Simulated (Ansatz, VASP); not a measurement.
# Ge: VASP beside Ansatz

INCAR

```
SYSTEM = Ge
  PREC = Accurate
  ENCUT = 520
  EDIFF = 1E-8
  ISMEAR = -1
  SIGMA = 0.03
  LREAL = .FALSE.
  LASPH = .TRUE.
  NELM = 80
  ALGO = Normal
  ISIF = 2
  LWAVE = .FALSE.
  LCHARG = .FALSE.
  GGA = PE
  LEFG = .TRUE.
  NBANDS = 13
```

Contents of KPOINTS:

```
regular mesh
0
G
  20 20 20
  0 0 0
```

POSCAR

```
Ge
1.0
   -1.7073805727      1.7073805727      1.7073805727
    1.7073805727     -1.7073805727      1.7073805727
    1.7073805727      1.7073805727     -1.7073805727
Ge
1
Direct
    0.0000000000      0.0000000000      0.0000000000
```

Input for Ansatz:

```yaml
crystal:
  lattice:
    - [-1.7073805727, 1.7073805727, 1.7073805727]
    - [1.7073805727, -1.7073805727, 1.7073805727]
    - [1.7073805727, 1.7073805727, -1.7073805727]
  atoms:
    - { symbol: Ge, position: [0.0, 0.0, 0.0] }
kpoints:
  mp_grid: { grid: [20, 20, 20] }
scf:
  occupations: { method: fermi_dirac, width: 0.03 }
hamiltonian:
  xc: pbe
  pseudopotentials: { kind: paw }
output:
  forces: true
  stress: true
  eigenvalues: true
  efg: { contact_densities: true }
```

Change from the starting cell: volume scaled by 1.04, PAW files.

Alike in both runs: task electric field gradients; functional PBE; k mesh 20 × 20 × 20; occupations fermi-dirac, width 0.03 eV; no spin polarisation.

|  | VASP | Ansatz |
| --- | --- | --- |
| version | VASP 6.6.1 | Ansatz 0.2.0 |
| potentials or method | VASP PAW PBE potentials, release 64 (Ge_d) | PAW with Ansatz's default frozen-core files, scalar-relativistic |
| plane-wave cutoff (eV) | 520 | 420 |
| valence electrons in the cell | 14 | 14 |

```csv
,VASP,Ansatz,Ansatz less VASP
pressure (GPa),-2.3,-2.3,-0.02
```
